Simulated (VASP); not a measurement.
# La2O3 (kpbe) (P-3m1) in VASP: a series of runs

La2O3 (kpbe) is run at these levels: PBE; tasks: single point, relaxation of cell and atoms.

Program: VASP 6.6.1. These are calculated values, not measurements. Logs are shortened: lines on timing, memory, paths and dates and some standing lists are left out, and cuts for length are marked.

### Step 1. The cell of the first run

It takes space group P-3m1 (No. 164, trigonal). Conventional cell: a = 3.931 Å, b = 3.931 Å, c = 6.112 Å, α = 90.00°, β = 90.00°, γ = 120.00°. Within 3.1 Å of La (site symmetry 3m) lie 7 O at 2.36 to 2.72 Å. Within 3.1 Å of O (site symmetry 3m) lie 4 La at 2.36 to 2.44 Å and 3 O at 2.89 Å. Within 3.6 Å of O (site symmetry -3m) lie 6 La at 2.72 Å and 6 O at 3.14 Å.

### Step 2. Single point, PBE

The input, INCAR:

```
SYSTEM = La2O3
ALGO = Normal
EDIFF = 1E-6
ENCUT = 520
GGA = PE
ISIF = 2
ISMEAR = 0
LASPH = .TRUE.
LCHARG = .FALSE.
LREAL = .FALSE.
LWAVE = .FALSE.
NBANDS = 28
NELM = 80
PREC = Accurate
SIGMA = 0.1
```

The input, KPOINTS:

```
k-points
0
G
  6 6 4
  0 0 0
```

The input, POSCAR:

```
La2O3
1.0
    3.9307778800      0.0000000000      0.0000000000
   -1.9653889400      3.4041535000      0.0000000000
    0.0000000000      0.0000000000      6.1119535200
La O
2 3
Direct
    0.6666666700      0.3333333300      0.7537643200
    0.3333333300      0.6666666700      0.2462356800
    0.6666666700      0.3333333300      0.3541093500
    0.3333333300      0.6666666700      0.6458906500
    0.0000000000      0.0000000000      0.0000000000
```

Potentials or basis: VASP PAW PBE potentials, release 64 (La, O).

Started as:

```bash
> cat potpaw_PBE.64/La/POTCAR potpaw_PBE.64/O/POTCAR > POTCAR
> mpirun -np 1 vasp_std > vasp.out
```

OUTCAR:

```text
SYSTEM = La2O3
   EDIFF = 1E-6
   ENCUT = 520
   GGA = PE
   ISIF = 2
   ISMEAR = 0
   LASPH = .TRUE.
   LREAL = .FALSE.
   NELM = 80
   PREC = Accurate

 ion  position               nearest neighbor table
   1  0.667  0.333  0.754-   4 2.36   4 2.36   4 2.36   3 2.44   5 2.72   5 2.72   5 2.72
   2  0.333  0.667  0.246-   3 2.36   3 2.36   3 2.36   4 2.44   5 2.72   5 2.72   5 2.72
   3  0.667  0.333  0.354-   2 2.36   2 2.36   2 2.36   1 2.44
   4  0.333  0.667  0.646-   1 2.36   1 2.36   1 2.36   2 2.44
   5  0.000  0.000  0.000-   1 2.72   2 2.72   2 2.72   1 2.72   1 2.72   2 2.72

  LATTYP: Found a hexagonal cell.
 ALAT       =     3.9307778800
 C/A-ratio  =     1.5548966913

  Lattice vectors:

 A1 = (   3.9307778800,   0.0000000000,   0.0000000000)
 A2 = (  -1.9653889400,   3.4041535000,   0.0000000000)
 A3 = (   0.0000000000,   0.0000000000,   6.1119535200)

Analysis of symmetry for initial positions (statically):
=====================================================================
 Subroutine PRICEL returns:
 Original cell was already a primitive cell.

 Routine SETGRP: Setting up the symmetry group for a
 hexagonal supercell.

 Subroutine GETGRP returns: Found 12 space group operations
 (whereof 12 operations were pure point group operations)
 out of a pool of 24 trial point group operations.

The static configuration has the point symmetry D_3d.

Analysis of symmetry for dynamics (positions and initial velocities):
=====================================================================
 Subroutine PRICEL returns:
 Original cell was already a primitive cell.

 Routine SETGRP: Setting up the symmetry group for a
 hexagonal supercell.

 Subroutine GETGRP returns: Found 12 space group operations
 (whereof 12 operations were pure point group operations)
 out of a pool of 24 trial point group operations.

The dynamic configuration has the point symmetry D_3d.

 Subroutine INISYM returns: Found 12 space group operations
 (whereof 12 operations are pure point group operations),
 and found     1 'primitive' translations

----------------------------------------------------------------------------------------

                                     Primitive cell

  volume of cell :      81.7839

  direct lattice vectors                    reciprocal lattice vectors
     3.930777880  0.000000000  0.000000000     0.254402571  0.146879393  0.000000000
    -1.965388940  3.404153500  0.000000000     0.000000000  0.293758786  0.000000000
     0.000000000  0.000000000  6.111953520     0.000000000  0.000000000  0.163613810

  length of vectors
     3.930777880  3.930777879  6.111953520     0.293758786  0.293758786  0.163613810

  position of ions in fractional coordinates (direct lattice)
     0.666666670  0.333333330  0.753764320
     0.333333330  0.666666670  0.246235680
     0.666666670  0.333333330  0.354109350
     0.333333330  0.666666670  0.645890650
     0.000000000  0.000000000  0.000000000

  ion indices of the primitive-cell ions
   primitive index   ion index
                 1           1
                 2           2
                 3           3
                 4           4
                 5           5

----------------------------------------------------------------------------------------

 KPOINTS: k-points

Automatic generation of k-mesh.
 Grid dimensions read from file:
 generate k-points for:    6    6    4

 Generating k-lattice:

  Cartesian coordinates                     Fractional coordinates (reciprocal lattice)
     0.042400429  0.024479899  0.000000000     0.166666667  0.000000000  0.000000000
     0.000000000  0.048959798  0.000000000     0.000000000  0.166666667  0.000000000
     0.000000000  0.000000000  0.040903452     0.000000000  0.000000000  0.250000000

  Length of vectors
     0.048959798  0.048959798  0.040903452

  Shift w.r.t. Gamma in fractional coordinates (k-lattice)
     0.000000000  0.000000000  0.000000000

 Subroutine IBZKPT returns following result:
 ===========================================

 Found     24 irreducible k-points:

 Following reciprocal coordinates:
            Coordinates               Weight
  0.000000  0.000000  0.000000      1.000000
  0.166667 -0.000000  0.000000      6.000000
  0.333333  0.000000  0.000000      6.000000
  0.500000  0.000000  0.000000      3.000000
  0.166667  0.166667  0.000000      6.000000
  0.333333  0.166667  0.000000     12.000000
[... 16 lines left out ...]
  0.333333  0.166667  0.500000     12.000000
  0.333333  0.333333  0.500000      2.000000
   k-points           NKPTS =     24   k-points in BZ     NKDIM =     24   number of bands    NBANDS=     28
   number of dos      NEDOS =    301   number of ions     NIONS =      5
   total plane-waves  NPLWV =  43200
   dimension x,y,z NGX =    30 NGY =   30 NGZ =   48
   dimension x,y,z NGXF=    60 NGYF=   60 NGZF=   96
   ions per type =               2   3
   NGX,Y,Z   is equivalent  to a cutoff of  12.69, 12.69, 13.06 a.u.
   NGXF,Y,Z  is equivalent  to a cutoff of  25.38, 25.38, 26.11 a.u.
 SYSTEM =  La2O3
   PREC   = accura    normal or accurate (medium, high low for compatibility)
   ISTART =      0    job   : 0-new  1-cont  2-samecut
   ICHARG =      2    charge: 1-file 2-atom 10-const
   ISPIN  =      1    spin polarized calculation?
   LNONCOLLINEAR =      F non collinear calculations
   LSORBIT =      F    spin-orbit coupling
   LASPH  =      T    aspherical Exc in radial PAW
   ENCUT  =  520.0 eV  38.22 Ry    6.18 a.u.   7.31  7.31 11.36*2*pi/ulx,y,z
   NELM   =     80;   NELMIN=  2; NELMDL= -5     # of ELM steps
   EDIFF  = 0.1E-05   stopping-criterion for ELM
   LREAL  =      F    real-space projection
   EDIFFG = 0.1E-04   stopping-criterion for IOM
   NSW    =      0    number of steps for IOM
   IBRION =     -1    ionic relax: 0-MD 1-quasi-New 2-CG
   NFREE  =      0    steps in history (QN), initial steepest desc. (CG)
   ISIF   =      2    stress and relaxation
   ISYM   =      2    0-nonsym 1-usesym 2-fastsym
   POTIM  = 0.5000    time-step for ionic-motion
   TEBEG  =    0.0;   TEEND  =   0.0 temperature during run
   PSTRESS=    0.0 pullay stress
   NELECT =      40.0000    total number of electrons
   NUPDOWN=      -1.0000    fix difference up-down
   EMIN   =  10.00;   EMAX   =-10.00  energy-range for DOS
   EFERMI =   0.00;   METHOD = LEGACY
   ISMEAR =     0;   SIGMA  =   0.10  broadening in eV -4-tet -1-fermi 0-gaus
   EFERMI_NEDOS =   21; number of points for ismear=-14 and -15
   IALGO  =     38    algorithm
   IMIX   =      4    mixing-type and parameters
     AMIX     =   0.40;   BMIX     =  1.00
     AMIX_MAG =   1.60;   BMIX_MAG =  1.00
  volume/ion in A,a.u.               =      16.36       110.38
  Fermi-wavevector in a.u.,A,eV,Ry     =   1.289849  2.437462 22.636161  1.663711
  Thomas-Fermi vector in A             =   2.421717
   LORBIT       =      0    0 simple, 1 ext, 2 COOP (PROOUT), +10 PAW based schemes
   GGA     = PE    functional components
   LHFCALC =     F    Hartree Fock is set to
   AEXX    =    0.0000 exact exchange contribution
   IVDW    =     0    specifies the selected vdW correction
   LEPSILON=     F    determine dielectric tensor
   LRPA    =     F    only Hartree local field effects (RPA)
 non-spin polarized calculation
 Gauss-broadening in eV      SIGMA  =   0.10
  energy-cutoff  :      520.00
  volume of cell :       81.78
 maximum number of plane-waves:      2225
 NGX is ok and might be reduce to    30
   NGX = 15   NGY = 15   NGZ = 23

 number of electron      39.9999992 magnetization

 Free energy of the ion-electron system (eV)
  ---------------------------------------------------
  ext. energy  EPLUGINS =         0.00000000
  ---------------------------------------------------
  free energy    TOTEN  =       -41.81743749 eV

  energy without entropy =      -41.81743749  energy(sigma->0) =      -41.81743749

 E-fermi :   6.4835     XC(G=0): -10.4725

 val. band max:        5.9812157794   @ k =   0.5000   0.0000   0.5000
 cond. band min:       9.8400800501   @ k =   0.5000   0.0000   0.0000
 fundamental gap:      3.8588642707
 Fermi energy:         6.4834733620

 k-point     1 :       0.0000    0.0000    0.0000
  band No.  band energies     occupation
      1     -23.8433      2.00000
      2     -23.5994      2.00000
      3     -10.9633      2.00000
      4      -9.7102      2.00000
      5      -9.2613      2.00000
      6      -7.3094      2.00000
[... 20 lines left out ...]
     27      11.3557      0.00000
     28      11.5942      0.00000

 k-point     2 :       0.1667   -0.0000    0.0000
  band No.  band energies     occupation
      1     -23.7972      2.00000
      2     -23.5811      2.00000
      3     -10.9733      2.00000
      4     -10.1721      2.00000
      5      -9.5627      2.00000
      6      -7.4130      2.00000
[... 20 lines left out ...]
     27      11.4753      0.00000
     28      11.5563      0.00000

 k-point     3 :       0.3333    0.0000    0.0000
  band No.  band energies     occupation
      1     -23.6942      2.00000
      2     -23.5527      2.00000
      3     -11.1594      2.00000
      4     -10.8988      2.00000
      5      -9.6039      2.00000
      6      -7.5937      2.00000
[... 20 lines left out ...]
     27      11.4253      0.00000
     28      11.4328      0.00000

 k-point     4 :       0.5000    0.0000    0.0000
  band No.  band energies     occupation
      1     -23.6292      2.00000
      2     -23.5506      2.00000
      3     -11.2694      2.00000
      4     -11.2468      2.00000
      5      -9.3993      2.00000
      6      -7.9275      2.00000
[... 20 lines left out ...]
     27      11.3462      0.00000
     28      11.4086      0.00000

 k-point     5 :       0.1667    0.1667    0.0000
  band No.  band energies     occupation
      1     -23.7220      2.00000
      2     -23.5580      2.00000
      3     -11.0920      2.00000
      4     -10.6844      2.00000
      5      -9.7333      2.00000
      6      -7.6481      2.00000
[... 20 lines left out ...]
     27      11.4502      0.00000
     28      11.4792      0.00000

 k-point     6 :       0.3333    0.1667    0.0000
  band No.  band energies     occupation
      1     -23.6305      2.00000
      2     -23.5495      2.00000
      3     -11.2658      2.00000
      4     -11.1410      2.00000
      5      -9.6622      2.00000
      6      -7.8518      2.00000
[... 463 lines left out ...]
      5      -9.2450      2.00000
      6      -7.4777      2.00000
[... 20 lines left out ...]
     27      11.3466      0.00000
     28      11.3688      0.00000

 k-point    22 :       0.1667    0.1667    0.5000
  band No.  band energies     occupation
      1     -23.6509      2.00000
      2     -23.6306      2.00000
      3     -11.1638      2.00000
      4     -10.7934      2.00000
      5      -9.4118      2.00000
      6      -7.5062      2.00000
[... 20 lines left out ...]
     27      11.3749      0.00000
     28      11.4830      0.00000

 k-point    23 :       0.3333    0.1667    0.5000
  band No.  band energies     occupation
      1     -23.5955      2.00000
      2     -23.5839      2.00000
      3     -11.3911      2.00000
      4     -11.1886      2.00000
      5      -9.5069      2.00000
      6      -7.6990      2.00000
[... 20 lines left out ...]
     27      11.3800      0.00000
     28      11.3962      0.00000

 k-point    24 :       0.3333    0.3333    0.5000
  band No.  band energies     occupation
      1     -23.5725      2.00000
      2     -23.5725      2.00000
      3     -11.3382      2.00000
      4     -11.3382      2.00000
      5      -9.7610      2.00000
      6      -7.8997      2.00000
[... 20 lines left out ...]
     27      11.3661      0.00000
     28      11.3973      0.00000

------------------------ aborting loop because EDIFF is reached ----------------------------------------

  FORCE on cell =-STRESS in cart. coord.  units (eV):
  Direction    XX          YY          ZZ          XY          YZ          ZX
  --------------------------------------------------------------------------------------
  -------------------------------------------------------------------------------------
  Total        0.7642133      0.7642133      0.9317628      0.0000000      0.0000000      0.0000000
  in kB       14.9712303     14.9712303     18.2535882      0.0000000      0.0000000      0.0000000
  external PRESSURE =      16.0653496 kB  Pullay stress =       0.0000000 kB

 VOLUME and BASIS-vectors are now :
 -----------------------------------------------------------------------------
  energy-cutoff  :      520.00
  volume of cell :       81.78
      direct lattice vectors                 reciprocal lattice vectors
     3.930777880  0.000000000  0.000000000     0.254402571  0.146879393  0.000000000
    -1.965388940  3.404153500  0.000000000     0.000000000  0.293758786  0.000000000
     0.000000000  0.000000000  6.111953520     0.000000000  0.000000000  0.163613810

 POSITION                                       TOTAL-FORCE (eV/Angst)
 -----------------------------------------------------------------------------------
      1.96539      1.13472      4.60697        -0.000000     -0.000000      0.002973
     -0.00000      2.26944      1.50498        -0.000000      0.000000     -0.002973
      1.96539      1.13472      2.16430        -0.000000      0.000000     -0.011543
     -0.00000      2.26944      3.94765         0.000000      0.000000      0.011543
      0.00000      0.00000      0.00000         0.000000      0.000000      0.000000
 -----------------------------------------------------------------------------------
    total drift:                               -0.000000      0.000000     -0.000000

  FREE ENERGIE OF THE ION-ELECTRON SYSTEM (eV)
  ---------------------------------------------------
  free  energy   TOTEN  =       -41.8174374855 eV

  energy  without entropy=      -41.8174374855  energy(sigma->0) =      -41.81743749
```

Run time: 96 s. Hardware: 1 thread of Intel Xeon 6975P-C (Granite Rapids), shared host; peak memory 0.21 GiB.

What came out:

| Item | Value |
| --- | --- |
| Free energy | -41.8174 eV |
| Pressure | 1.6 GPa |
| Largest force | 0.012 eV/Å |
| Band gap on the k mesh | 3.86 eV, indirect (least direct gap 3.98 eV) |

Forces on the atoms (eV/Å):
```
La   0.000  0.000  0.003
La   0.000  0.000 -0.003
O    0.000  0.000 -0.012
O    0.000  0.000  0.012
O    0.000  0.000  0.000
```

Stress tensor (GPa, compression positive):
```
1.50 0.00 0.00
0.00 1.50 0.00
0.00 0.00 1.83
```

Caveat: spin-orbit coupling is left out, which moves the levels of the heavy elements.

(Continued in part 2 of 2.)
